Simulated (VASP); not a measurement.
# Mo (Im-3m) in VASP: notebook, part 2 of 2

VASP 6.6.1. Earlier steps stand in the parts before.

## 5. Single point, r2SCAN

This run uses another cell than the first one, of 15.42 Å³/atom.

Contents of POSCAR:

```
Mo
1.0
   -1.5679958730      1.5679958730      1.5679958730
    1.5679958730     -1.5679958730      1.5679958730
    1.5679958730      1.5679958730     -1.5679958730
Mo
1
Direct
    0.0000000000      0.0000000000      0.0000000000
```

Contents of INCAR.step1:

```
  PREC = Accurate
  ENCUT = 520
  ISMEAR = -1
  SIGMA = 0.1
  LREAL = False
  LASPH = True
  NELM = 100
  NBANDS = 13
  GGA = PE
  ALGO = Normal
  EDIFF = 1E-4
  LWAVE = True
  LCHARG = False
```

Contents of INCAR.step2:

```
  PREC = Accurate
  ENCUT = 520
  EDIFF = 1E-6
  ISMEAR = -1
  SIGMA = 0.1
  LREAL = False
  LASPH = True
  NELM = 100
  ALGO = Normal
  ISIF = 2
  LWAVE = False
  LCHARG = False
  METAGGA = R2SCAN
  LMIXTAU = True
  NBANDS = 13
  ISTART = 1
```

Contents of KPOINTS:

```
regular mesh
0
Gamma
  24 24 24
```

Potentials or basis: VASP PAW PBE potentials, release 64 (Mo_sv).

On the command line:

```sh
> cat potpaw_PBE.64/Mo_sv/POTCAR > POTCAR
> cp INCAR.step1 INCAR
> mpirun -np 1 vasp_std > vasp.out
> cp INCAR.step2 INCAR
> mpirun -np 1 vasp_std > vasp.out
```

OUTCAR:

```text
PREC = Accurate
   ENCUT = 520
   EDIFF = 1E-6
   ISMEAR = -1
   LREAL = False
   LASPH = True
   NELM = 100
   ISIF = 2
   METAGGA = R2SCAN
   ISTART = 1

 ion  position               nearest neighbor table
   1  0.000  0.000  0.000-

  LATTYP: Found a body centered cubic cell.
 ALAT       =     3.1359917460

  Lattice vectors:

 A1 = (  -1.5679958730,   1.5679958730,   1.5679958730)
 A2 = (   1.5679958730,  -1.5679958730,   1.5679958730)
 A3 = (   1.5679958730,   1.5679958730,  -1.5679958730)

Analysis of symmetry for initial positions (statically):
=====================================================================
 Subroutine PRICEL returns:
 Original cell was already a primitive cell.

 Routine SETGRP: Setting up the symmetry group for a
 body centered cubic supercell.

 Subroutine GETGRP returns: Found 48 space group operations
 (whereof 48 operations were pure point group operations)
 out of a pool of 48 trial point group operations.

The static configuration has the point symmetry O_h .

Analysis of symmetry for dynamics (positions and initial velocities):
=====================================================================
 Subroutine PRICEL returns:
 Original cell was already a primitive cell.

 Routine SETGRP: Setting up the symmetry group for a
 body centered cubic supercell.

 Subroutine GETGRP returns: Found 48 space group operations
 (whereof 48 operations were pure point group operations)
 out of a pool of 48 trial point group operations.

The dynamic configuration has the point symmetry O_h .

 Subroutine INISYM returns: Found 48 space group operations
 (whereof 48 operations are pure point group operations),
 and found     1 'primitive' translations

----------------------------------------------------------------------------------------

                                     Primitive cell

  volume of cell :      15.4204

  direct lattice vectors                    reciprocal lattice vectors
    -1.567995873  1.567995873  1.567995873     0.000000000  0.318878390  0.318878390
     1.567995873 -1.567995873  1.567995873     0.318878390  0.000000000  0.318878390
     1.567995873  1.567995873 -1.567995873     0.318878390  0.318878390  0.000000000

  length of vectors
     2.715848518  2.715848518  2.715848518     0.450962144  0.450962144  0.450962144

  position of ions in fractional coordinates (direct lattice)
     0.000000000  0.000000000  0.000000000

  ion indices of the primitive-cell ions
   primitive index   ion index
                 1           1

----------------------------------------------------------------------------------------

 KPOINTS: regular mesh

Automatic generation of k-mesh.
 Grid dimensions read from file:
 generate k-points for:   24   24   24

 Generating k-lattice:

  Cartesian coordinates                     Fractional coordinates (reciprocal lattice)
     0.000000000  0.013286600  0.013286600     0.041666667  0.000000000  0.000000000
     0.013286600  0.000000000  0.013286600     0.000000000  0.041666667  0.000000000
     0.013286600  0.013286600  0.000000000     0.000000000  0.000000000  0.041666667

  Length of vectors
     0.018790089  0.018790089  0.018790089

  Shift w.r.t. Gamma in fractional coordinates (k-lattice)
     0.000000000  0.000000000  0.000000000

 Subroutine IBZKPT returns following result:
 ===========================================

 Found    413 irreducible k-points:

 Following reciprocal coordinates:
            Coordinates               Weight
  0.000000  0.000000  0.000000      1.000000
  0.041667  0.000000  0.000000     12.000000
  0.083333  0.000000  0.000000     12.000000
  0.125000  0.000000  0.000000     12.000000
  0.166667  0.000000  0.000000     12.000000
  0.208333  0.000000  0.000000     12.000000
[... 16 lines left out ...]
  0.416667  0.041667  0.000000     48.000000
  0.458333  0.041667  0.000000     48.000000
 [... further k-points ...]
   k-points           NKPTS =    413   k-points in BZ     NKDIM =    413   number of bands    NBANDS=     13
   number of dos      NEDOS =    301   number of ions     NIONS =      1
   total plane-waves  NPLWV =   8000
   dimension x,y,z NGX =    20 NGY =   20 NGZ =   20
   dimension x,y,z NGXF=    40 NGYF=   40 NGZF=   40
   ions per type =               1
   NGX,Y,Z   is equivalent  to a cutoff of  12.24, 12.24, 12.24 a.u.
   NGXF,Y,Z  is equivalent  to a cutoff of  24.49, 24.49, 24.49 a.u.
 SYSTEM =  unknown system
   PREC   = accura    normal or accurate (medium, high low for compatibility)
   ISTART =      1    job   : 0-new  1-cont  2-samecut
   ICHARG =      0    charge: 1-file 2-atom 10-const
   ISPIN  =      1    spin polarized calculation?
   LNONCOLLINEAR =      F non collinear calculations
   LSORBIT =      F    spin-orbit coupling
   LASPH  =      T    aspherical Exc in radial PAW
   ENCUT  =  520.0 eV  38.22 Ry    6.18 a.u.   5.05  5.05  5.05*2*pi/ulx,y,z
   NELM   =    100;   NELMIN=  2; NELMDL=  0     # of ELM steps
   EDIFF  = 0.1E-05   stopping-criterion for ELM
   LREAL  =      F    real-space projection
   EDIFFG = 0.1E-04   stopping-criterion for IOM
   NSW    =      0    number of steps for IOM
   IBRION =     -1    ionic relax: 0-MD 1-quasi-New 2-CG
   NFREE  =      0    steps in history (QN), initial steepest desc. (CG)
   ISIF   =      2    stress and relaxation
   ISYM   =      2    0-nonsym 1-usesym 2-fastsym
   POTIM  = 0.5000    time-step for ionic-motion
   TEBEG  =    0.0;   TEEND  =   0.0 temperature during run
   PSTRESS=    0.0 pullay stress
   NELECT =      14.0000    total number of electrons
   NUPDOWN=      -1.0000    fix difference up-down
   EMIN   =  10.00;   EMAX   =-10.00  energy-range for DOS
   EFERMI =   0.00;   METHOD = LEGACY
   ISMEAR =    -1;   SIGMA  =   0.10  broadening in eV -4-tet -1-fermi 0-gaus
   EFERMI_NEDOS =   21; number of points for ismear=-14 and -15
   IALGO  =     38    algorithm
   IMIX   =      4    mixing-type and parameters
     AMIX     =   0.40;   BMIX     =  1.00
     AMIX_MAG =   1.60;   BMIX_MAG =  1.00
  volume/ion in A,a.u.               =      15.42       104.06
  Fermi-wavevector in a.u.,A,eV,Ry     =   1.585207  2.995607 34.189817  2.512881
  Thomas-Fermi vector in A             =   2.684707
   LORBIT       =      0    0 simple, 1 ext, 2 COOP (PROOUT), +10 PAW based schemes
   METAGGA = R2SCAN    functional components
   LHFCALC =     F    Hartree Fock is set to
   AEXX    =    0.0000 exact exchange contribution
   IVDW    =     0    specifies the selected vdW correction
   LEPSILON=     F    determine dielectric tensor
   LRPA    =     F    only Hartree local field effects (RPA)
 non-spin polarized calculation
  energy-cutoff  :      520.00
  volume of cell :       15.42
 maximum number of plane-waves:       430
   NGX =  9   NGY =  9   NGZ =  9

 number of electron      13.9999999 magnetization

 Free energy of the ion-electron system (eV)
  ---------------------------------------------------
  ext. energy  EPLUGINS =         0.00000000
  ---------------------------------------------------
  free energy    TOTEN  =       -26.08317921 eV

  energy without entropy =      -26.06333068  energy(sigma->0) =      -26.07325495

 E-fermi :  12.8053     XC(G=0): -14.7237

 val. band max:       12.7944659310   @ k =   0.4167   0.1250   0.0417
 cond. band min:      12.8120906062   @ k =  -0.2083   0.2917   0.0833
 fundamental gap:      0.0176246752
 Fermi energy:        12.8052854769

 k-point     1 :       0.0000    0.0000    0.0000
  band No.  band energies     occupation
      1     -50.4562      2.00000
      2     -22.8936      2.00000
      3     -22.8936      2.00000
      4     -22.8936      2.00000
      5       5.0654      2.00000
      6      11.3216      2.00000
      7      11.3216      2.00000
      8      11.3216      2.00000
      9      14.7056      0.00000
     10      14.7056      0.00000
     11      28.2864      0.00000
     12      28.2864      0.00000
     13      28.2864      0.00000
[... 353 lines left out ...]
 k-point    24 :       0.4583    0.0417    0.0000
  band No.  band energies     occupation
      1     -50.1466      2.00000
      2     -24.4505      2.00000
      3     -23.3952      2.00000
      4     -22.9187      2.00000
      5       7.1539      2.00000
      6       9.1455      2.00000
      7      14.0139      0.00001
      8      14.6791      0.00000
      9      15.5925      0.00000
     10      17.9026      0.00000
     11      25.2234      0.00000
     12      25.4669      0.00000
     13      31.1908      0.00000

 [... further k-points ...]

------------------------ aborting loop because EDIFF is reached ----------------------------------------

  FORCE on cell =-STRESS in cart. coord.  units (eV):
  Direction    XX          YY          ZZ          XY          YZ          ZX
  --------------------------------------------------------------------------------------
  -------------------------------------------------------------------------------------
  Total        0.5020275      0.5020275      0.5020275     -0.0000000     -0.0000000      0.0000000
  in kB       52.1606895     52.1606895     52.1606895     -0.0000000     -0.0000000      0.0000000
  external PRESSURE =      52.1606895 kB  Pullay stress =       0.0000000 kB

 VOLUME and BASIS-vectors are now :
 -----------------------------------------------------------------------------
  energy-cutoff  :      520.00
  volume of cell :       15.42
      direct lattice vectors                 reciprocal lattice vectors
    -1.567995873  1.567995873  1.567995873     0.000000000  0.318878390  0.318878390
     1.567995873 -1.567995873  1.567995873     0.318878390  0.000000000  0.318878390
     1.567995873  1.567995873 -1.567995873     0.318878390  0.318878390  0.000000000

 POSITION                                       TOTAL-FORCE (eV/Angst)
 -----------------------------------------------------------------------------------
      0.00000      0.00000      0.00000        -0.000000     -0.000000     -0.000000
 -----------------------------------------------------------------------------------
    total drift:                                0.000000     -0.000000     -0.000000

  FREE ENERGIE OF THE ION-ELECTRON SYSTEM (eV)
  ---------------------------------------------------
  free  energy   TOTEN  =       -26.0831792143 eV

  energy  without entropy=      -26.0633306811  energy(sigma->0) =      -26.07325495
```

OSZICAR.step1:

```text
N       E                     dE             d eps       ncg     rms          rms(c)
DAV:   1     0.928399642125E+02    0.92840E+02   -0.80546E+03 10815   0.111E+03
DAV:   2    -0.104238730931E+02   -0.10326E+03   -0.99321E+02 12408   0.312E+02
DAV:   3    -0.115793803910E+02   -0.11555E+01   -0.11526E+01 11993   0.329E+01
DAV:   4    -0.115819526402E+02   -0.25722E-02   -0.25722E-02 12078   0.189E+00
DAV:   5    -0.115819695744E+02   -0.16934E-04   -0.16932E-04 11918   0.135E-01    0.152E+01
DAV:   6    -0.110201303727E+02    0.56184E+00   -0.69030E-01 11033   0.103E+01    0.426E+00
DAV:   7    -0.109407031595E+02    0.79427E-01   -0.14438E-01 11948   0.448E+00    0.911E-01
DAV:   8    -0.109370387537E+02    0.36644E-02   -0.40190E-03 11113   0.810E-01    0.172E-01
DAV:   9    -0.109370948211E+02   -0.56067E-04   -0.94823E-05  8482   0.127E-01
   1 F= -.10937095E+02 E0= -.10926440E+02  d E =-.213098E-01
```

Run time: 4 min. Hardware: 1 thread of AMD EPYC 7R43 (Zen 3), shared host; peak memory 0.15 GiB.

What came out:

```yaml
Free_energy: -26.0832 eV
Pressure: 5.2 GPa
Band_gap_on_the_k_mesh: zero (bands 7 and 8 overlap by 5.67 eV)
```

Caveat: the cell stands under pressure; the PAW data sets were made with another functional, which shifts forces and pressure a little.

## 6. Single point, r2SCAN

This run uses another cell than the first one, of 15.53 Å³/atom.

Contents of POSCAR:

```
Mo
1.0
   -1.5717757217      1.5717757217      1.5717757217
    1.5717757217     -1.5717757217      1.5717757217
    1.5717757217      1.5717757217     -1.5717757217
Mo
1
Direct
    0.0000000000      0.0000000000      0.0000000000
```

Contents of INCAR.step1:

```
SYSTEM = Mo
PREC = Accurate ; ENCUT = 520
ISMEAR = -1 ; SIGMA = 0.1
LREAL = .False. ; LASPH = .True.
NELM = 100 ; NBANDS = 13
GGA = PE ; ALGO = Normal
EDIFF = 1E-4 ; LWAVE = .True.
LCHARG = .False.
```

Contents of INCAR.step2:

```
SYSTEM = Mo
PREC = Accurate ; ENCUT = 520
EDIFF = 1E-7 ; ISMEAR = -1
SIGMA = 0.1 ; LREAL = .False.
LASPH = .True. ; NELM = 100
ALGO = Normal ; ISIF = 2
LWAVE = .False. ; LCHARG = .False.
METAGGA = R2SCAN ; LMIXTAU = .True.
NBANDS = 13 ; ISTART = 1
```

Contents of KPOINTS:

```
regular mesh
0
Gamma
  24 24 24
  0 0 0
```

Potentials or basis: VASP PAW PBE potentials, release 64 (Mo_sv).

On the command line:

```sh
> cat potpaw_PBE.64/Mo_sv/POTCAR > POTCAR
> cp INCAR.step1 INCAR
> mpirun -np 1 vasp_std > vasp.out
> cp INCAR.step2 INCAR
> mpirun -np 1 vasp_std > vasp.out
```

Wall time 4.3 min (1 thread of AMD EPYC 7R43 (Zen 3), shared host); peak memory 0.15 GiB.

It converged, with:

```yaml
Free_energy: -26.0861 eV
Pressure: 3.1 GPa
Band_gap_on_the_k_mesh: zero (bands 7 and 8 overlap by 5.61 eV)
```

Levels at points of the mesh, in eV from the Fermi level:
```csv
k point,band 3,band 4,band 5,band 6,band 7,band 8,band 9,band 10,band 11,band 12
"(0.00, 0.00, 0.00)",-35.71,-35.71,-7.72,-1.47,-1.47,-1.47,1.89,1.89,15.47,15.47
"(0.50, 0.00, 0.00)",-36.20,-35.73,-5.67,-3.65,1.57,1.87,2.58,4.94,12.31,12.49
"(0.50, 0.50, 0.50)",-36.77,-36.77,-5.73,-5.73,4.15,4.15,4.15,9.50,9.50,9.50
```

Caveat: the cell stands under pressure; the PAW data sets were made with another functional, which shifts forces and pressure a little.

## 7. Summary

| cell | gap on the mesh (eV) | pressure (GPa) |
| --- | --- | --- |
| a = 2.684 Å, angles 109.5°, 1 atom | none | 16.4 |
| a = 2.698 Å, angles 109.5°, 1 atom | none | 11.3 |
| a = 2.707 Å, angles 109.5°, 1 atom | none | 8.3 |
| a = 2.716 Å, angles 109.5°, 1 atom | none | 5.2 |
| a = 2.722 Å, angles 109.5°, 1 atom | none | 3.1 |

Alike in all rows: task single point; level r2SCAN; potentials or basis VASP PAW PBE potentials, release 64 (Mo_sv); no spin polarisation; k mesh 24 × 24 × 24; cutoff (eV) 520; smearing fermi-dirac 0.1 eV.

Caveats: the cell stands under pressure; the PAW data sets were made with another functional, which shifts forces and pressure a little.

Absolute energies hang on the potentials; compare differences alone.
